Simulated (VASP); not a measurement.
Runs of VASP 6.6.1 on LiSi3N2. The structure is that of space group P6/mmm (No. 191), or close to it. The cells are those of the table. The cell was generated, and may not be a known phase.

```tsv
task	cell	k mesh	cutoff (eV)	gap on the mesh (eV)	pressure (GPa)	relaxed volume (Å³/atom)
relaxation of cell and atoms	relaxed from a = 5.359, b = 5.359, c = 2.794 Å, angles 90.0, 90.0, 120.0°, 6 atoms	12 × 12 × 14	600	none	0.0	(a)
single point	a = 5.335, b = 5.335, c = 2.805 Å, angles 90.0, 90.0, 120.0°, 6 atoms	12 × 12 × 14	520	none	-	-
single point	a = 5.359, b = 5.359, c = 2.794 Å, angles 90.0, 90.0, 120.0°, 6 atoms	6 × 6 × 6	520	none	-	-
single point	a = 5.421, b = 5.421, c = 2.967 Å, angles 90.0, 90.0, 120.0°, 6 atoms	6 × 6 × 6	520	none	-	-
relaxation of cell and atoms	relaxed from a = 5.421, b = 5.421, c = 2.967 Å, angles 90.0, 90.0, 120.0°, 6 atoms	6 × 6 × 6	600	none	-0.2	11.59
```

Alike in all rows: level PBE; potentials or basis VASP PAW PBE potentials, release 64 (Li_sv, Si, N); no spin polarisation; smearing gaussian 0.1 eV.

Problem. Estimate the missing entries.

Solution. (a) 11.51.

Caveats: some runs use coarse meshes; the cutoff is under 1.25 times the usual one of these potentials, so pressure, stress and relaxed cells hold a basis-set (Pulay) error; an odd number of electrons without spin polarisation forces a metal; a magnetic or distorted state may lie lower.

A gap of «none» marks levels without a gap at the run's occupations.
